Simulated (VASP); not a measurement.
# Br (P1) in VASP: a series of runs

Br is run at these levels: LDA; tasks: single point.

Program: VASP 6.6.1. These are calculated values, not measurements. Logs are shortened: lines on timing, memory, paths and dates and some standing lists are left out, and cuts for length are marked.

**1. The cell of the first run**

The typed cell holds 3 atoms: a = 4.598 Å, b = 4.598 Å, c = 4.598 Å, α = 90.00°, β = 90.00°, γ = 90.00°.

**2. Single point, LDA**

The input, INCAR:

```
SYSTEM = Br
ALGO = Normal
EDIFF = 1E-6
ENCUT = 500
GGA = CA
GGA_COMPAT = .FALSE.
ISIF = 2
ISMEAR = 1
LASPH = .TRUE.
LCHARG = .FALSE.
LREAL = .FALSE.
LWAVE = .FALSE.
NBANDS = 18
NELM = 120
PREC = Accurate
SIGMA = 0.05
```

The input, KPOINTS:

```
k-points
0
G
  3 3 3
  0 0 0
```

The input, POSCAR:

```
Br
1.0
    4.5976403800      0.0000000000      0.0000000000
    0.0000000000      4.5976403800      0.0000000000
    0.0000000000      0.0000000000      4.5976403800
Br
3
Direct
    0.4999096152     -0.0026800952      0.0011959737
    0.0020882622      0.5007651619     -0.0009916060
   -0.0019978774      0.0019149333      0.4997956324
```

Potentials or basis: VASP PAW LDA potentials, release 64 (Br).

Command:

```bash
cat potpaw_LDA.64/Br/POTCAR > POTCAR
mpirun -np 1 vasp_std > vasp.out
```

OUTCAR:

```text
SYSTEM = Br
   EDIFF = 1E-6
   ENCUT = 500
   GGA = CA
   ISIF = 2
   ISMEAR = 1
   LASPH = .TRUE.
   LREAL = .FALSE.
   NELM = 120
   PREC = Accurate

 ion  position               nearest neighbor table
   1  0.500  0.997  0.001-
   2  0.002  0.501  0.999-
   3  0.998  0.002  0.500-

  LATTYP: Found a simple cubic cell.
 ALAT       =     4.5976403800

  Lattice vectors:

 A1 = (   4.5976403800,   0.0000000000,   0.0000000000)
 A2 = (   0.0000000000,   4.5976403800,   0.0000000000)
 A3 = (   0.0000000000,   0.0000000000,   4.5976403800)

Analysis of symmetry for initial positions (statically):
=====================================================================
 Subroutine PRICEL returns:
 Original cell was already a primitive cell.

 Routine SETGRP: Setting up the symmetry group for a
 simple cubic supercell.

 Subroutine GETGRP returns: Found  1 space group operations
 (whereof  1 operations were pure point group operations)
 out of a pool of 48 trial point group operations.

The static configuration has the point symmetry C_1 .

Analysis of symmetry for dynamics (positions and initial velocities):
=====================================================================
 Subroutine PRICEL returns:
 Original cell was already a primitive cell.

 Routine SETGRP: Setting up the symmetry group for a
 simple cubic supercell.

 Subroutine GETGRP returns: Found  1 space group operations
 (whereof  1 operations were pure point group operations)
 out of a pool of 48 trial point group operations.

The dynamic configuration has the point symmetry C_1 .

 Subroutine INISYM returns: Found  1 space group operations
 (whereof  1 operations are pure point group operations),
 and found     1 'primitive' translations

----------------------------------------------------------------------------------------

                                     Primitive cell

  volume of cell :      97.1863

  direct lattice vectors                    reciprocal lattice vectors
     4.597640380  0.000000000  0.000000000     0.217502875  0.000000000  0.000000000
     0.000000000  4.597640380  0.000000000     0.000000000  0.217502875  0.000000000
     0.000000000  0.000000000  4.597640380     0.000000000  0.000000000  0.217502875

  length of vectors
     4.597640380  4.597640380  4.597640380     0.217502875  0.217502875  0.217502875

  position of ions in fractional coordinates (direct lattice)
     0.499909615  0.997319905  0.001195974
     0.002088262  0.500765162  0.999008394
     0.998002123  0.001914933  0.499795632

  ion indices of the primitive-cell ions
   primitive index   ion index
                 1           1
                 2           2
                 3           3

----------------------------------------------------------------------------------------

 KPOINTS: k-points

Automatic generation of k-mesh.
 Grid dimensions read from file:
 generate k-points for:    3    3    3

 Generating k-lattice:

  Cartesian coordinates                     Fractional coordinates (reciprocal lattice)
     0.072500958  0.000000000  0.000000000     0.333333333  0.000000000  0.000000000
     0.000000000  0.072500958  0.000000000     0.000000000  0.333333333  0.000000000
     0.000000000  0.000000000  0.072500958     0.000000000  0.000000000  0.333333333

  Length of vectors
     0.072500958  0.072500958  0.072500958

  Shift w.r.t. Gamma in fractional coordinates (k-lattice)
     0.000000000  0.000000000  0.000000000

 Subroutine IBZKPT returns following result:
 ===========================================

 Found     14 irreducible k-points:

 Following reciprocal coordinates:
            Coordinates               Weight
  0.000000  0.000000  0.000000      1.000000
  0.333333  0.000000  0.000000      2.000000
  0.000000  0.333333  0.000000      2.000000
  0.000000  0.000000  0.333333      2.000000
  0.333333  0.333333  0.000000      2.000000
  0.000000  0.333333  0.333333      2.000000
  0.333333  0.000000  0.333333      2.000000
 -0.333333  0.333333  0.000000      2.000000
 -0.333333  0.000000  0.333333      2.000000
  0.000000 -0.333333  0.333333      2.000000
  0.333333  0.333333  0.333333      2.000000
 -0.333333  0.333333  0.333333      2.000000
 -0.333333 -0.333333  0.333333      2.000000
  0.333333 -0.333333  0.333333      2.000000
   k-points           NKPTS =     14   k-points in BZ     NKDIM =     14   number of bands    NBANDS=     18
   number of dos      NEDOS =    301   number of ions     NIONS =      3
   total plane-waves  NPLWV =  46656
   dimension x,y,z NGX =    36 NGY =   36 NGZ =   36
   dimension x,y,z NGXF=    72 NGYF=   72 NGZF=   72
   ions per type =               3
   NGX,Y,Z   is equivalent  to a cutoff of  13.02, 13.02, 13.02 a.u.
   NGXF,Y,Z  is equivalent  to a cutoff of  26.03, 26.03, 26.03 a.u.
 SYSTEM =  Br
   PREC   = accura    normal or accurate (medium, high low for compatibility)
   ISTART =      0    job   : 0-new  1-cont  2-samecut
   ICHARG =      2    charge: 1-file 2-atom 10-const
   ISPIN  =      1    spin polarized calculation?
   LNONCOLLINEAR =      F non collinear calculations
   LSORBIT =      F    spin-orbit coupling
   LASPH  =      T    aspherical Exc in radial PAW
   ENCUT  =  500.0 eV  36.75 Ry    6.06 a.u.   8.38  8.38  8.38*2*pi/ulx,y,z
   NELM   =    120;   NELMIN=  2; NELMDL= -5     # of ELM steps
   EDIFF  = 0.1E-05   stopping-criterion for ELM
   LREAL  =      F    real-space projection
   EDIFFG = 0.1E-04   stopping-criterion for IOM
   NSW    =      0    number of steps for IOM
   IBRION =     -1    ionic relax: 0-MD 1-quasi-New 2-CG
   NFREE  =      0    steps in history (QN), initial steepest desc. (CG)
   ISIF   =      2    stress and relaxation
   ISYM   =      2    0-nonsym 1-usesym 2-fastsym
   POTIM  = 0.5000    time-step for ionic-motion
   TEBEG  =    0.0;   TEEND  =   0.0 temperature during run
   PSTRESS=    0.0 pullay stress
   NELECT =      21.0000    total number of electrons
   NUPDOWN=      -1.0000    fix difference up-down
   EMIN   =  10.00;   EMAX   =-10.00  energy-range for DOS
   EFERMI =   0.00;   METHOD = LEGACY
   ISMEAR =     1;   SIGMA  =   0.05  broadening in eV -4-tet -1-fermi 0-gaus
   EFERMI_NEDOS =   21; number of points for ismear=-14 and -15
   IALGO  =     38    algorithm
   IMIX   =      4    mixing-type and parameters
     AMIX     =   0.40;   BMIX     =  1.00
     AMIX_MAG =   1.60;   BMIX_MAG =  1.00
  volume/ion in A,a.u.               =      32.40       218.62
  Fermi-wavevector in a.u.,A,eV,Ry     =   0.982380  1.856429 13.130586  0.965071
  Thomas-Fermi vector in A             =   2.113458
   LORBIT       =      0    0 simple, 1 ext, 2 COOP (PROOUT), +10 PAW based schemes
   GGA     = CA    functional components
   LHFCALC =     F    Hartree Fock is set to
   AEXX    =    0.0000 exact exchange contribution
   IVDW    =     0    specifies the selected vdW correction
   LEPSILON=     F    determine dielectric tensor
   LRPA    =     F    only Hartree local field effects (RPA)
 non-spin polarized calculation
 Methfessel and Paxton  Order N= 1 SIGMA  =   0.05
  energy-cutoff  :      500.00
  volume of cell :       97.19
 maximum number of plane-waves:      2517
 NGX is ok and might be reduce to    36
   NGX = 17   NGY = 17   NGZ = 17

 number of electron      21.0000003 magnetization

 Free energy of the ion-electron system (eV)
  ---------------------------------------------------
  ext. energy  EPLUGINS =         0.00000000
  ---------------------------------------------------
  free energy    TOTEN  =        -4.77506634 eV

  energy without entropy =       -4.77505685  energy(sigma->0) =       -4.77506318

 E-fermi :   0.1473     XC(G=0):  -8.5538

 val. band max:        0.1199735049   @ k =   0.0000   0.0000   0.3333
 cond. band min:       0.2028489972   @ k =   0.3333   0.3333   0.3333
 fundamental gap:      0.0828754923
 Fermi energy:         0.1472804003

 k-point     1 :       0.0000    0.0000    0.0000
  band No.  band energies     occupation
      1     -15.0606      2.00000
      2     -13.3143      2.00000
      3     -13.3140      2.00000
      4      -3.5443      2.00000
      5      -3.5438      2.00000
      6      -3.5433      2.00000
[... 10 lines left out ...]
     17       8.8615      0.00000
     18       8.8619      0.00000

 k-point     2 :       0.3333    0.0000    0.0000
  band No.  band energies     occupation
      1     -14.7421      2.00000
      2     -13.7457      2.00000
      3     -13.2944      2.00000
      4      -3.1271      2.00000
      5      -3.1257      2.00000
      6      -2.8579      2.00000
[... 10 lines left out ...]
     17      10.0640      0.00000
     18      10.1817      0.00000

 k-point     3 :       0.0000    0.3333    0.0000
  band No.  band energies     occupation
      1     -14.7421      2.00000
      2     -13.7456      2.00000
      3     -13.2943      2.00000
      4      -3.1270      2.00000
      5      -3.1257      2.00000
      6      -2.8579      2.00000
[... 10 lines left out ...]
     17      10.0719      0.00000
     18      10.1862      0.00000

 k-point     4 :       0.0000    0.0000    0.3333
  band No.  band energies     occupation
      1     -14.7422      2.00000
      2     -13.7455      2.00000
      3     -13.2944      2.00000
      4      -3.1279      2.00000
      5      -3.1254      2.00000
      6      -2.8577      2.00000
[... 165 lines left out ...]
      4      -4.3711      2.00000
      5      -3.0496      2.00000
      6      -3.0380      2.00000
[... 10 lines left out ...]
     17      10.2107      0.00000
     18      11.6406      0.00000

 k-point    13 :      -0.3333   -0.3333    0.3333
  band No.  band energies     occupation
      1     -14.2264      2.00000
      2     -13.7651      2.00000
      3     -13.7505      2.00000
      4      -4.3708      2.00000
      5      -3.0505      2.00000
      6      -3.0388      2.00000
[... 10 lines left out ...]
     17      10.2147      0.00000
     18      11.6193      0.00000

 k-point    14 :       0.3333   -0.3333    0.3333
  band No.  band energies     occupation
      1     -14.2265      2.00000
      2     -13.7596      2.00000
      3     -13.7558      2.00000
      4      -4.3711      2.00000
      5      -3.0500      2.00000
      6      -3.0380      2.00000
[... 10 lines left out ...]
     17      10.2094      0.00000
     18      11.6465      0.00000

------------------------ aborting loop because EDIFF is reached ----------------------------------------

  FORCE on cell =-STRESS in cart. coord.  units (eV):
  Direction    XX          YY          ZZ          XY          YZ          ZX
  --------------------------------------------------------------------------------------
  -------------------------------------------------------------------------------------
  Total       -2.8604653     -2.8616519     -2.8633987     -0.0055533     -0.0005346     -0.0020292
  in kB      -47.1565761    -47.1761381    -47.2049361     -0.0915499     -0.0088138     -0.0334527
  external PRESSURE =     -47.1792168 kB  Pullay stress =       0.0000000 kB

 VOLUME and BASIS-vectors are now :
 -----------------------------------------------------------------------------
  energy-cutoff  :      500.00
  volume of cell :       97.19
      direct lattice vectors                 reciprocal lattice vectors
     4.597640380  0.000000000  0.000000000     0.217502875  0.000000000  0.000000000
     0.000000000  4.597640380  0.000000000     0.000000000  0.217502875  0.000000000
     0.000000000  0.000000000  4.597640380     0.000000000  0.000000000  0.217502875

 POSITION                                       TOTAL-FORCE (eV/Angst)
 -----------------------------------------------------------------------------------
      2.29840      4.58532      0.00550         0.001413      0.023938     -0.010123
      0.00960      2.30234      4.59308        -0.016510     -0.012322      0.006843
      4.58845      0.00880      2.29788         0.015097     -0.011616      0.003280
 -----------------------------------------------------------------------------------
    total drift:                               -0.000017     -0.000032     -0.000010

  FREE ENERGIE OF THE ION-ELECTRON SYSTEM (eV)
  ---------------------------------------------------
  free  energy   TOTEN  =        -4.7750663406 eV

  energy  without entropy=       -4.7750568511  energy(sigma->0) =       -4.77506318
```

Wall time 23 s (1 thread of Intel Xeon 8259CL, shared host); peak memory 0.16 GiB.

Results:

* Free energy: -4.7751 eV
* Pressure: -4.7 GPa
* Largest force: 0.026 eV/Å
* Band gap on the k mesh: zero (an odd number of electrons rules out a gap without spin polarisation)

Forces on the atoms (eV/Å):
```
Br   0.001  0.024 -0.010
Br  -0.017 -0.012  0.007
Br   0.015 -0.012  0.003
```

Caveat: the k points lie up to 0.46 Å⁻¹ apart, too coarse for converged energies and pressures of a metal; an odd number of electrons without spin polarisation forces a metal; a magnetic or distorted state may lie lower.

**3. Single point, LDA**

The input, INCAR:

```
SYSTEM = Br
ALGO = Normal
EDIFF = 1E-6
ENCUT = 500
GGA_COMPAT = .FALSE.
ISIF = 2
ISMEAR = 1
LASPH = .TRUE.
LCHARG = .TRUE.
LELF = .TRUE.
LREAL = .FALSE.
LVHAR = .TRUE.
LWAVE = .FALSE.
NBANDS = 18
NELM = 120
PREC = Accurate
SIGMA = 0.05
```

KPOINTS is that of step 2.

The input, POSCAR:

```
Br
1.0
    4.5976403800      0.0000000000      0.0000000000
    0.0000000000      4.5976403800      0.0000000000
    0.0000000000      0.0000000000      4.5976403800
Br
3
Direct
    0.4998838540     -0.0034447743      0.0015372316
    0.0026841761      0.5009832320     -0.0012746194
   -0.0025680301      0.0024615423      0.4997373878
```

Potentials or basis: VASP PAW LDA potentials, release 64 (Br).

Command:

```bash
cat potpaw_LDA.64/Br/POTCAR > POTCAR
mpirun -np 1 vasp_std > vasp.out
```

It took 27 s on 1 thread of Intel Xeon 8259CL, shared host; peak memory 0.17 GiB.

Results (log left out):

| Quantity | Value |
| --- | --- |
| Free energy | -4.7748 eV |
| Pressure | -4.7 GPa |
| Largest force | 0.033 eV/Å |
| Band gap on the k mesh | zero (an odd number of electrons rules out a gap without spin polarisation) |

Forces in eV/Å, atoms in the order of the input:
```
Br   0.002  0.031 -0.013
Br  -0.021 -0.016  0.009
Br   0.019 -0.015  0.004
```

Levels at points of the mesh, in eV from the Fermi level:
```tsv
k point	band 7	band 8	band 9	band 10	band 11	band 12	band 13	band 14	band 15	band 16
(0.00, 0.00, 0.00)	-0.99	-0.98	-0.98	0.31	0.31	0.31	4.76	6.99	8.00	8.00
```

Caveat: the k points lie up to 0.46 Å⁻¹ apart, too coarse for converged energies and pressures of a metal; an odd number of electrons without spin polarisation forces a metal; a magnetic or distorted state may lie lower.

**4. Single point, LDA**

The input, INCAR:

```
ALGO = Normal
EDIFF = 1E-6
ENCUT = 500
GGA_COMPAT = F
ISIF = 2
ISMEAR = 1
LASPH = T
LCHARG = T
LELF = T
LREAL = F
LVHAR = T
LWAVE = F
NBANDS = 18
NELM = 120
PREC = Accurate
SIGMA = 0.05
```

The input, KPOINTS:

```
k-points
0
Gamma
  3 3 3
```

The input, POSCAR:

```
Br
1.0
    4.5976403800      0.0000000000      0.0000000000
    0.0000000000      4.5976403800      0.0000000000
    0.0000000000      0.0000000000      4.5976403800
Br
3
Direct
    0.4998709900     -0.0038268270      0.0017077394
    0.0029819356      0.5010921195     -0.0014160443
   -0.0028529256      0.0027347075      0.4997083049
```

Command:

```bash
cat potpaw_LDA.64/Br/POTCAR > POTCAR
mpirun -np 1 vasp_std > vasp.out
```

Wall time 26 s (1 thread of Intel Xeon 8259CL, shared host); peak memory 0.17 GiB.

Results (log left out):

| Property | Result |
| --- | --- |
| Free energy | -4.7746 eV |
| Pressure | -4.7 GPa |
| Largest force | 0.037 eV/Å |
| Band gap on the k mesh | zero (an odd number of electrons rules out a gap without spin polarisation) |

Forces on the atoms (eV/Å):
```
Br   0.002  0.034 -0.014
Br  -0.023 -0.017  0.010
Br   0.021 -0.016  0.005
```

Levels at points of the mesh, in eV from the Fermi level:
| k point | band 7 | band 8 | band 9 | band 10 | band 11 | band 12 | band 13 | band 14 | band 15 | band 16 |
| --- | --- | --- | --- | --- | --- | --- | --- | --- | --- | --- |
| (0.00, 0.00, 0.00) | -0.99 | -0.98 | -0.98 | 0.31 | 0.31 | 0.31 | 4.76 | 6.99 | 8.00 | 8.00 |

Caveat: the k points lie up to 0.46 Å⁻¹ apart, too coarse for converged energies and pressures of a metal; an odd number of electrons without spin polarisation forces a metal; a magnetic or distorted state may lie lower.
